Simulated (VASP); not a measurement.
# Na (I4_1/amd) in VASP: further runs

Runs on Na. Level: PBE. Tasks: single point, relaxation of cell and atoms.

All numbers are computed with VASP 6.6.1; they aren't measurements. Logs are shortened: lines on timing, memory, paths and dates and some standing lists are left out, and cuts for length are marked.

### Step 1. The cell of the first run

Symmetry: I4_1/amd, No. 141, tetragonal system. Conventional cell: a = 6.245 Å, b = 6.245 Å, c = 3.380 Å, α = 90.00°, β = 90.00°, γ = 90.00°. Na (site symmetry -4m2) has 10 Na at 3.23 to 4.02 Å within 4.3 Å.

### Step 2. Single point, PBE

Input file INCAR:

```
SYSTEM = Na
PREC     = Accurate       ! precision mode
ENCUT    = 520            ! plane-wave cutoff, eV
EDIFF    = 1E-6           ! SCF threshold, eV
ISMEAR   = -1             ! smearing method
SIGMA    = 0.08           ! smearing width, eV
LREAL    = .FALSE.        ! projectors in reciprocal space
LASPH    = .TRUE.         ! aspherical terms in the spheres
NELM     = 60             ! most SCF steps
ALGO     = Normal         ! electronic algorithm
ISIF     = 2              ! what is computed and relaxed
LWAVE    = .FALSE.        ! write WAVECAR
LCHARG   = .TRUE.         ! write CHGCAR
GGA      = PE             ! functional
LELF     = .TRUE.         ! ELF
LVHAR    = .TRUE.       
NBANDS   = 14             ! bands
```

Input file KPOINTS:

```
regular mesh
0
G
  13 13 13
  0 0 0
```

Input file POSCAR:

```
Na
1.0
   -3.1225824727      3.1225824727      1.6900435671
    3.1225824727     -3.1225824727      1.6900435671
    3.1225824727      3.1225824727     -1.6900435671
Na
2
Direct
   -0.3750000000     -0.1250000000     -0.2500000000
    0.3750000000      0.1250000000      0.2500000000
```

Potentials or basis: VASP PAW PBE potentials, release 64 (Na_pv).

Launch:

```bash
$ cat potpaw_PBE.64/Na_pv/POTCAR > POTCAR
$ mpirun -np 1 vasp_std > vasp.out
```

OUTCAR:

```text
SYSTEM = Na
   PREC = Accurate
   ENCUT = 520
   EDIFF = 1E-6
   ISMEAR = -1
   LREAL = .FALSE.
   LASPH = .TRUE.
   NELM = 60
   ISIF = 2
   GGA = PE

 ion  position               nearest neighbor table
   1  0.625  0.875  0.750-
   2  0.375  0.125  0.250-

  LATTYP: Found a body centered tetragonal cell.
 ALAT       =     6.2451649454
 C/A-ratio  =     0.5412326438

  Lattice vectors:

 A1 = (  -3.1225824727,   3.1225824727,   1.6900435671)
 A2 = (   3.1225824727,  -3.1225824727,   1.6900435671)
 A3 = (   3.1225824727,   3.1225824727,  -1.6900435671)

Analysis of symmetry for initial positions (statically):
=====================================================================
 Subroutine PRICEL returns:
 Original cell was already a primitive cell.

 Routine SETGRP: Setting up the symmetry group for a
 body centered tetragonal supercell.

 Subroutine GETGRP returns: Found 16 space group operations
 (whereof  4 operations were pure point group operations)
 out of a pool of 16 trial point group operations.

The static configuration has the point symmetry C_2h.
 The point group associated with its full space group is D_4h.

Analysis of symmetry for dynamics (positions and initial velocities):
=====================================================================
 Subroutine PRICEL returns:
 Original cell was already a primitive cell.

 Routine SETGRP: Setting up the symmetry group for a
 body centered tetragonal supercell.

 Subroutine GETGRP returns: Found 16 space group operations
 (whereof  4 operations were pure point group operations)
 out of a pool of 16 trial point group operations.

The dynamic configuration has the point symmetry C_2h.
 The point group associated with its full space group is D_4h.

 Subroutine INISYM returns: Found 16 space group operations
 (whereof  4 operations are pure point group operations),
 and found     1 'primitive' translations

----------------------------------------------------------------------------------------

                                     Primitive cell

  volume of cell :      65.9152

  direct lattice vectors                    reciprocal lattice vectors
    -3.122582473  3.122582473  1.690043567     0.000000000  0.160123873  0.295850361
     3.122582473 -3.122582473  1.690043567     0.160123873  0.000000000  0.295850361
     3.122582473  3.122582473 -1.690043567     0.160123873  0.160123873  0.000000000

  length of vectors
     4.728349591  4.728349591  4.728349591     0.336403167  0.336403167  0.226449353

  position of ions in fractional coordinates (direct lattice)
     0.625000000  0.875000000  0.750000000
     0.375000000  0.125000000  0.250000000

  ion indices of the primitive-cell ions
   primitive index   ion index
                 1           1
                 2           2

----------------------------------------------------------------------------------------

 KPOINTS: regular mesh

Automatic generation of k-mesh.
 Grid dimensions read from file:
 generate k-points for:   13   13   13

 Generating k-lattice:

  Cartesian coordinates                     Fractional coordinates (reciprocal lattice)
     0.000000000  0.012317221  0.022757720     0.076923077  0.000000000  0.000000000
     0.012317221  0.000000000  0.022757720     0.000000000  0.076923077  0.000000000
     0.012317221  0.012317221  0.000000000     0.000000000  0.000000000  0.076923077

  Length of vectors
     0.025877167  0.025877167  0.017419181

  Shift w.r.t. Gamma in fractional coordinates (k-lattice)
     0.000000000  0.000000000  0.000000000

 Subroutine IBZKPT returns following result:
 ===========================================

 Found    196 irreducible k-points:

 Following reciprocal coordinates:
            Coordinates               Weight
  0.000000  0.000000  0.000000      1.000000
  0.076923 -0.000000  0.000000      8.000000
  0.153846  0.000000 -0.000000      8.000000
  0.230769  0.000000  0.000000      8.000000
  0.307692  0.000000 -0.000000      8.000000
  0.384615 -0.000000  0.000000      8.000000
[... 16 lines left out ...]
  0.384615  0.153846 -0.000000     16.000000
  0.461538  0.153846 -0.000000     16.000000
 [... further k-points ...]
   k-points           NKPTS =    196   k-points in BZ     NKDIM =    196   number of bands    NBANDS=     14
   number of dos      NEDOS =    301   number of ions     NIONS =      2
   total plane-waves  NPLWV =  46656
   dimension x,y,z NGX =    36 NGY =   36 NGZ =   36
   dimension x,y,z NGXF=    72 NGYF=   72 NGZF=   72
   ions per type =               2
   NGX,Y,Z   is equivalent  to a cutoff of  12.66, 12.66, 12.66 a.u.
   NGXF,Y,Z  is equivalent  to a cutoff of  25.31, 25.31, 25.31 a.u.
 SYSTEM =  Na
   PREC   = accura    normal or accurate (medium, high low for compatibility)
   ISTART =      0    job   : 0-new  1-cont  2-samecut
   ICHARG =      2    charge: 1-file 2-atom 10-const
   ISPIN  =      1    spin polarized calculation?
   LNONCOLLINEAR =      F non collinear calculations
   LSORBIT =      F    spin-orbit coupling
   LASPH  =      T    aspherical Exc in radial PAW
   ENCUT  =  520.0 eV  38.22 Ry    6.18 a.u.   8.79  8.79  8.79*2*pi/ulx,y,z
   NELM   =     60;   NELMIN=  2; NELMDL= -5     # of ELM steps
   EDIFF  = 0.1E-05   stopping-criterion for ELM
   LREAL  =      F    real-space projection
   EDIFFG = 0.1E-04   stopping-criterion for IOM
   NSW    =      0    number of steps for IOM
   IBRION =     -1    ionic relax: 0-MD 1-quasi-New 2-CG
   NFREE  =      0    steps in history (QN), initial steepest desc. (CG)
   ISIF   =      2    stress and relaxation
   ISYM   =      2    0-nonsym 1-usesym 2-fastsym
   POTIM  = 0.5000    time-step for ionic-motion
   TEBEG  =    0.0;   TEEND  =   0.0 temperature during run
   PSTRESS=    0.0 pullay stress
   NELECT =      14.0000    total number of electrons
   NUPDOWN=      -1.0000    fix difference up-down
   EMIN   =  10.00;   EMAX   =-10.00  energy-range for DOS
   EFERMI =   0.00;   METHOD = LEGACY
   ISMEAR =    -1;   SIGMA  =   0.08  broadening in eV -4-tet -1-fermi 0-gaus
   EFERMI_NEDOS =   21; number of points for ismear=-14 and -15
   IALGO  =     38    algorithm
   IMIX   =      4    mixing-type and parameters
     AMIX     =   0.40;   BMIX     =  1.00
     AMIX_MAG =   1.60;   BMIX_MAG =  1.00
  volume/ion in A,a.u.               =      32.96       222.41
  Fermi-wavevector in a.u.,A,eV,Ry     =   0.976762  1.845813 12.980840  0.954065
  Thomas-Fermi vector in A             =   2.107407
   LORBIT       =      0    0 simple, 1 ext, 2 COOP (PROOUT), +10 PAW based schemes
   GGA     = PE    functional components
   LHFCALC =     F    Hartree Fock is set to
   AEXX    =    0.0000 exact exchange contribution
   IVDW    =     0    specifies the selected vdW correction
   LEPSILON=     F    determine dielectric tensor
   LRPA    =     F    only Hartree local field effects (RPA)
 non-spin polarized calculation
  energy-cutoff  :      520.00
  volume of cell :       65.92
 maximum number of plane-waves:      1789
   NGX = 17   NGY = 17   NGZ = 17

 number of electron      14.0000015 magnetization

 Free energy of the ion-electron system (eV)
  ---------------------------------------------------
  ext. energy  EPLUGINS =         0.00000000
  ---------------------------------------------------
  free energy    TOTEN  =        -2.44438579 eV

  energy without entropy =       -2.42509159  energy(sigma->0) =       -2.43473869

 E-fermi :   0.7055     XC(G=0):  -6.8138

 val. band max:        0.7050277071   @ k =   0.3846   0.3077   0.0769
 cond. band min:       0.7213723785   @ k =  -0.3846  -0.3846   0.2308
 fundamental gap:      0.0163446715
 Fermi energy:         0.7054569078

 k-point     1 :       0.0000    0.0000    0.0000
  band No.  band energies     occupation
      1     -24.3115      2.00000
      2     -24.3115      2.00000
      3     -24.2491      2.00000
      4     -24.2482      2.00000
      5     -24.2461      2.00000
      6     -24.2461      2.00000
      7      -2.8309      2.00000
      8       4.2987      0.00000
      9       4.4841      0.00000
     10       4.4841      0.00000
     11       5.7919      0.00000
     12      10.4153      0.00000
     13      11.3514      0.00000
     14      12.2777      0.00000

 k-point     2 :       0.0769   -0.0000    0.0000
  band No.  band energies     occupation
      1     -24.3112      2.00000
      2     -24.3101      2.00000
      3     -24.2526      2.00000
      4     -24.2513      2.00000
      5     -24.2463      2.00000
      6     -24.2458      2.00000
      7      -2.7261      2.00000
      8       3.9269      0.00000
      9       4.3640      0.00000
     10       5.0439      0.00000
     11       6.0661      0.00000
     12      10.1790      0.00000
     13      10.6785      0.00000
     14      11.3131      0.00000

 k-point     3 :       0.1538    0.0000   -0.0000
  band No.  band energies     occupation
      1     -24.3104      2.00000
      2     -24.3063      2.00000
      3     -24.2613      2.00000
      4     -24.2594      2.00000
      5     -24.2481      2.00000
      6     -24.2452      2.00000
      7      -2.4133      2.00000
      8       3.6608      0.00000
      9       4.1916      0.00000
     10       5.8741      0.00000
     11       6.6494      0.00000
     12       8.9053      0.00000
     13       9.6894      0.00000
     14       9.7033      0.00000
[... 324 lines left out ...]
 k-point    23 :       0.3846    0.1538   -0.0000
  band No.  band energies     occupation
      1     -24.3115      2.00000
      2     -24.3019      2.00000
      3     -24.2987      2.00000
      4     -24.2797      2.00000
      5     -24.2585      2.00000
      6     -24.2448      2.00000
      7       1.3670      0.00051
      8       1.7619      0.00000
      9       3.2053      0.00000
     10       4.9803      0.00000
     11       5.5621      0.00000
     12       6.9658      0.00000
     13       7.6021      0.00000
     14      10.4637      0.00000

 k-point    24 :       0.4615    0.1538   -0.0000
  band No.  band energies     occupation
      1     -24.3089      2.00000
      2     -24.2990      2.00000
      3     -24.2962      2.00000
      4     -24.2738      2.00000
      5     -24.2638      2.00000
      6     -24.2449      2.00000
      7       0.3416      1.97906
      8       2.5151      0.00000
      9       3.0876      0.00000
     10       4.9616      0.00000
     11       5.8099      0.00000
     12       7.0932      0.00000
     13       8.2043      0.00000
     14      10.3618      0.00000

 [... further k-points ...]

------------------------ aborting loop because EDIFF is reached ----------------------------------------

  FORCE on cell =-STRESS in cart. coord.  units (eV):
  Direction    XX          YY          ZZ          XY          YZ          ZX
  --------------------------------------------------------------------------------------
  -------------------------------------------------------------------------------------
  Total        0.5660326      0.5660326      0.5705241     -0.0000000      0.0000000     -0.0000000
  in kB       13.7583474     13.7583474     13.8675208     -0.0000000      0.0000000     -0.0000000
  external PRESSURE =      13.7947385 kB  Pullay stress =       0.0000000 kB

 VOLUME and BASIS-vectors are now :
 -----------------------------------------------------------------------------
  energy-cutoff  :      520.00
  volume of cell :       65.92
      direct lattice vectors                 reciprocal lattice vectors
    -3.122582473  3.122582473  1.690043567     0.000000000  0.160123873  0.295850361
     3.122582473 -3.122582473  1.690043567     0.160123873  0.000000000  0.295850361
     3.122582473  3.122582473 -1.690043567     0.160123873  0.160123873  0.000000000

 POSITION                                       TOTAL-FORCE (eV/Angst)
 -----------------------------------------------------------------------------------
      3.12258      1.56129      1.26753        -0.000000      0.000000      0.000000
     -0.00000      1.56129      0.42251         0.000000     -0.000000     -0.000000
 -----------------------------------------------------------------------------------
    total drift:                               -0.000000     -0.000000      0.000000

  FREE ENERGIE OF THE ION-ELECTRON SYSTEM (eV)
  ---------------------------------------------------
  free  energy   TOTEN  =        -2.4443857886 eV

  energy  without entropy=       -2.4250915908  energy(sigma->0) =       -2.43473869
```

It took 42 s on 1 thread of Intel Xeon 6975P-C (Granite Rapids), shared host; peak memory 0.28 GiB.

Results:

```
Free energy            : -2.4444 eV
Pressure               : 1.4 GPa
Band gap on the k mesh : zero (bands 7 and 8 overlap by 2.75 eV)
```

### Step 3. Relaxation of cell and atoms, PBE, target pressure 1.4 GPa, at which the enthalpy is minimised

Input file INCAR:

```
ALGO = Normal ; EDIFF = 1E-7
EDIFFG = -0.005 ; ENCUT = 600
GGA = PE ; IBRION = 2
ISIF = 3 ; ISMEAR = -1
LASPH = True ; LCHARG = False
LREAL = False ; LWAVE = False
NELM = 80 ; NSW = 32
PREC = Accurate ; PSTRESS = 14.0
SIGMA = 0.08
```

Input file KPOINTS:

```
k-points
0
Gamma
  13 13 13
```

POSCAR is that of step 2.

Potentials or basis: VASP PAW PBE potentials, release 64 (Na_pv).

Launch:

```bash
$ cat potpaw_PBE.64/Na_pv/POTCAR > POTCAR
$ mpirun -np 1 vasp_std > vasp.out
```

OUTCAR:

```text
EDIFF = 1E-7
   EDIFFG = -0.005
   ENCUT = 600
   GGA = PE
   IBRION = 2
   ISIF = 3
   ISMEAR = -1
   LASPH = True
   LREAL = False
   NELM = 80
   NSW = 32
   PREC = Accurate
   PSTRESS = 14.0

 ion  position               nearest neighbor table
   1  0.625  0.875  0.750-
   2  0.375  0.125  0.250-

  LATTYP: Found a body centered tetragonal cell.
[... 532 lines left out ...]

  FORCE on cell =-STRESS in cart. coord.  units (eV):
  Direction    XX          YY          ZZ          XY          YZ          ZX
  --------------------------------------------------------------------------------------
  -------------------------------------------------------------------------------------
  Total        0.5783002      0.5783002      0.5814762      0.0000000     -0.0000000     -0.0000000
  in kB       14.0565315     14.0565315     14.1337309      0.0000000     -0.0000000     -0.0000000
  external PRESSURE =       0.0822646 kB  Pullay stress =      14.0000000 kB

 VOLUME and BASIS-vectors are now :
 -----------------------------------------------------------------------------
  energy-cutoff  :      600.00
  volume of cell :       65.92
      direct lattice vectors                 reciprocal lattice vectors
    -3.122582473  3.122582473  1.690043567     0.000000000  0.160123873  0.295850361
     3.122582473 -3.122582473  1.690043567     0.160123873  0.000000000  0.295850361
     3.122582473  3.122582473 -1.690043567     0.160123873  0.160123873  0.000000000

 POSITION                                       TOTAL-FORCE (eV/Angst)
 -----------------------------------------------------------------------------------
      3.12258      1.56129      1.26753        -0.000000      0.000000      0.000000
     -0.00000      1.56129      0.42251         0.000000     -0.000000     -0.000000
 -----------------------------------------------------------------------------------
    total drift:                               -0.000000     -0.000000      0.000000

  FREE ENERGIE OF THE ION-ELECTRON SYSTEM (eV)
  ---------------------------------------------------
  free  energy   TOTEN  =        -2.4442949871 eV

  energy  without entropy=       -2.4249999429  energy(sigma->0) =       -2.43464747

  enthalpy is  TOTEN    =        -1.8683205882 eV   P V=        0.5759743989

 reached required accuracy - stopping structural energy minimisation
```

OSZICAR:

```text
N       E                     dE             d eps       ncg     rms          rms(c)
DAV:   1     0.939889908148E+02    0.93989E+02   -0.84949E+03  4312   0.140E+03
DAV:   2     0.803467920382E+00   -0.93186E+02   -0.92634E+02  4354   0.323E+02
DAV:   3    -0.240354797109E+01   -0.32070E+01   -0.32036E+01  5040   0.734E+01
DAV:   4    -0.244851373648E+01   -0.44966E-01   -0.44963E-01  4712   0.964E+00
DAV:   5    -0.244952173666E+01   -0.10080E-02   -0.10080E-02  4978   0.143E+00    0.341E-01
DAV:   6    -0.244656508596E+01    0.29567E-02   -0.12877E-03  5325   0.570E-01    0.227E-01
DAV:   7    -0.244431705618E+01    0.22480E-02   -0.26148E-03  6295   0.702E-01    0.289E-02
DAV:   8    -0.244429517751E+01    0.21879E-04   -0.19422E-04  5037   0.301E-01    0.504E-03
DAV:   9    -0.244429497507E+01    0.20244E-06   -0.37167E-06  4844   0.391E-02    0.235E-03
DAV:  10    -0.244429498710E+01   -0.12031E-07   -0.45812E-07  4752   0.635E-03
   1 F= -.18683206E+01 E0= -.18586731E+01  d E =-.186832E+01
```

CONTCAR:

```text
Na
   1.00000000000000
    -3.1225824727000000    3.1225824727000000    1.6900435671000000
     3.1225824727000000   -3.1225824727000000    1.6900435671000000
     3.1225824727000000    3.1225824727000000   -1.6900435671000000
  Na
     2
Direct
     0.6250000000000000    0.8750000000000000    0.7500000000000000
     0.3750000000000000    0.1250000000000000    0.2500000000000000

  0.00000000E+00  0.00000000E+00  0.00000000E+00
  0.00000000E+00  0.00000000E+00  0.00000000E+00
```

Wall time 53 s (1 thread of Intel Xeon 6975P-C (Granite Rapids), shared host); peak memory 0.31 GiB.

What came out:

* Free energy: -2.4443 eV
* Pressure after relaxing: 1.4 GPa
* Band gap on the k mesh: zero (bands 7 and 8 overlap by 2.75 eV)

Final structure:
```
CELL_PARAMETERS angstrom
-3.12258 3.12258 1.69004
3.12258 -3.12258 1.69004
3.12258 3.12258 -1.69004
ATOMIC_POSITIONS crystal
Na 0.62500 0.87500 0.75000
Na 0.37500 0.12500 0.25000
```

Levels at points of the mesh, in eV from the Fermi level:
```csv
k point,band 4,band 5,band 6,band 7,band 8,band 9,band 10,band 11
"(0.00, 0.00, 0.00)",-24.95,-24.95,-24.95,-3.54,3.59,3.78,3.78,5.09
```

Caveat: the cell is relaxed towards a set pressure, so the run minimises the enthalpy, not the energy.
